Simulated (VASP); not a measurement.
Write the native input for VASP 6.6.1 that does the following.

```
Task                   : single point
Functional             : PBE
Potentials or basis    : VASP PAW PBE potentials, release 64 (As, H)
Cutoff                 : 520 eV
k mesh                 : 7 × 6 × 6
Occupations            : fermi-dirac, width 0.1 eV
Spin                   : no spin polarisation
Dipole correction      : no
Further INCAR settings : ALGO = Normal; EDIFF = 1e-06; NBANDS = 26
```

The structure of AsH2 lies in POSCAR:

```
AsH2
1.0
    4.5787810000      0.0000000000      0.0000000000
    0.0000000000      5.8262210000      0.0000000000
    0.0000000000      0.0000000000      5.0381090000
As H
4 8
Direct
    0.0000000000      0.3750000000      0.2500000000
    0.5000000000      0.1250000000      0.7500000000
    0.0000000000      0.6250000000      0.7500000000
    0.5000000000      0.8750000000      0.2500000000
    0.2450000000      0.1250000000      0.0830000000
    0.2550000000      0.3750000000      0.5830000000
    0.7450000000      0.3750000000      0.9170000000
    0.7550000000      0.1250000000      0.4170000000
    0.7550000000      0.8750000000      0.9170000000
    0.7450000000      0.6250000000      0.4170000000
    0.2550000000      0.6250000000      0.0830000000
    0.2450000000      0.8750000000      0.5830000000
```

These files were run (other wordings do the same):

INCAR

```
  PREC = Accurate
  ENCUT = 520
  EDIFF = 1E-6
  ISMEAR = -1
  SIGMA = 0.1
  LREAL = F
  LASPH = T
  NELM = 100
  ALGO = Normal
  ISIF = 2
  LWAVE = F
  LCHARG = F
  GGA = PE
  NBANDS = 26
```

KPOINTS

```
regular mesh
0
Gamma
  7 6 6
```

Potentials or basis: VASP PAW PBE potentials, release 64 (As, H).

Launch:

```console
$ cat potpaw_PBE.64/As/POTCAR potpaw_PBE.64/H/POTCAR > POTCAR
$ mpirun -np 1 vasp_std > vasp.out
```

It gave:

```json
{
  "Pressure": "-3.6 GPa",
  "Largest force": "0.995 eV/Å",
  "Band gap on the k mesh": "zero (band 14 reaches 3.73 eV, above the bottom of band 15 at 2.60 eV)"
}
```

Run time: 5 min on 1 thread of Intel Xeon 6975P-C, with other jobs on the host, peak memory 0.35 GiB.
